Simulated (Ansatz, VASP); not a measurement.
Two plane-wave programs on Y

File POSCAR:

```
Y
1.0
    3.5373143224      0.0000000000      0.0000000000
   -1.7686571612      3.0634040643      0.0000000000
    0.0000000000      0.0000000000      6.1244422956
Y
2
Direct
    0.3333333333      0.6666666667      0.2500000000
    0.6666666667      0.3333333333      0.7500000000
```

Contents of INCAR.step1:

```
PREC     = Accurate       # precision mode
ENCUT    = 520            # plane-wave cutoff, eV
ISMEAR   = 0              # smearing method
SIGMA    = 0.15           # smearing width, eV
LREAL    = F              # projectors in reciprocal space
LASPH    = T              # aspherical terms in the spheres
NELM     = 80             # most SCF steps
NBANDS   = 18             # bands
GGA      = PE             # functional
ALGO     = Normal         # electronic algorithm
EDIFF    = 1E-4           # SCF threshold, eV
LWAVE    = T              # write WAVECAR
LCHARG   = F              # write CHGCAR
```

File INCAR.step2:

```
PREC     = Accurate       # precision mode
ENCUT    = 520            # plane-wave cutoff, eV
EDIFF    = 1E-7           # SCF threshold, eV
ISMEAR   = 0              # smearing method
SIGMA    = 0.15           # smearing width, eV
LREAL    = F              # projectors in reciprocal space
LASPH    = T              # aspherical terms in the spheres
NELM     = 80             # most SCF steps
ALGO     = Normal         # electronic algorithm
ISIF     = 2              # what is computed and relaxed
LWAVE    = F              # write WAVECAR
LCHARG   = F              # write CHGCAR
METAGGA  = R2SCAN         # meta-GGA
LMIXTAU  = T            
NBANDS   = 18             # bands
ISTART   = 1
```

KPOINTS

```
regular mesh
0
Gamma
  18 18 10
```

Input for Ansatz:

```yaml
crystal:
  lattice:
    - [3.5373143224, 0.0, 0.0]
    - [-1.7686571612, 3.0634040643, 0.0]
    - [0.0, 0.0, 6.1244422956]
  atoms:
    - { symbol: "Y", position: [0.3333333333, 0.6666666667, 0.25] }
    - { symbol: "Y", position: [0.6666666667, 0.3333333333, 0.75] }
basis:
  ecutwfc: 500
kpoints:
  mp_grid: { grid: [18, 18, 10] }
hamiltonian:
  xc: r2scan
scf:
  occupations: { method: gaussian, width: 0.15 }
output:
  forces: true
  stress: true
  eigenvalues: true
```

Alike in both runs: task single point; functional r2SCAN; k mesh 18 × 18 × 10; occupations gaussian, width 0.15 eV; no spin polarisation.

|  | VASP | Ansatz |
| --- | --- | --- |
| version | VASP 6.6.1 | Ansatz 0.2.0 |
| potentials or method | VASP PAW PBE potentials, release 64 (Y_sv), cutoff 520 eV | scalar-relativistic, plane waves, PAW |
| valence electrons in the cell | 22 | 22 |

|  | VASP | Ansatz | Ansatz less VASP |
| --- | --- | --- | --- |
| gap on the k mesh at the Fermi level (eV) | none | none | - |
| pressure (GPa) | 0.7 | 0.6 | -0.07 |
| traceless stress, the component that is largest in VASP (GPa) | -3.89 | -3.85 | +0.036 |

VASP's potentials were made for PBE, not for r2SCAN. A gap of «none» marks a metal or a gap that the smearing closes.
